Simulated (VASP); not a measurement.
Runs of VASP 6.6.1 on La. The structure is that of space group P6_3/mmc (No. 194), or close to it. The cells are those of the table. 

```csv
task,cell,k mesh,cutoff (eV),gap on the mesh (eV),pressure (GPa)
relaxation of cell and atoms,"relaxed from a = 3.754, b = 3.754, c = 6.131 Å, angles 90.0, 90.0, 120.0°, 2 atoms",10 × 10 × 5,600,none,0.0
single point,"a = 3.560, b = 3.560, c = 5.815 Å, angles 90.0, 90.0, 120.0°, 2 atoms",11 × 11 × 6,520,none,2.4
single point,"a = 3.801, b = 3.801, c = 6.209 Å, angles 90.0, 90.0, 120.0°, 2 atoms",11 × 11 × 6,520,none,-2.6
single point,"a = 3.755, b = 3.755, c = 6.134 Å, angles 90.0, 90.0, 120.0°, 2 atoms",11 × 11 × 6,520,none,(b)
single point,"a = 3.660, b = 3.660, c = 5.979 Å, angles 90.0, 90.0, 120.0°, 2 atoms",10 × 10 × 5,520,none,(a)
single point,"a = 3.708, b = 3.708, c = 6.058 Å, angles 90.0, 90.0, 120.0°, 2 atoms",11 × 11 × 6,520,none,-1.0
single point,"a = 3.660, b = 3.660, c = 5.979 Å, angles 90.0, 90.0, 120.0°, 2 atoms",16 × 16 × 9,520,none,0.0
single point,"a = 3.611, b = 3.611, c = 5.898 Å, angles 90.0, 90.0, 120.0°, 2 atoms",11 × 11 × 6,520,none,1.1
```

Alike in all rows: level PBEsol; potentials or basis VASP PAW PBE potentials, release 64 (La); no spin polarisation; smearing fermi-dirac 0.1 eV.

Q: Fill in the values left out.

A: (a) 0.1; (b) -1.9.

Caveats: the PAW data sets were made with another functional, which shifts forces and pressure a little; spin-orbit coupling is left out, which moves the levels of the heavy elements.

A k mesh can miss the band edges, and the runs leave out spin-orbit coupling on La.

A gap of «none» marks levels without a gap at the run's occupations.
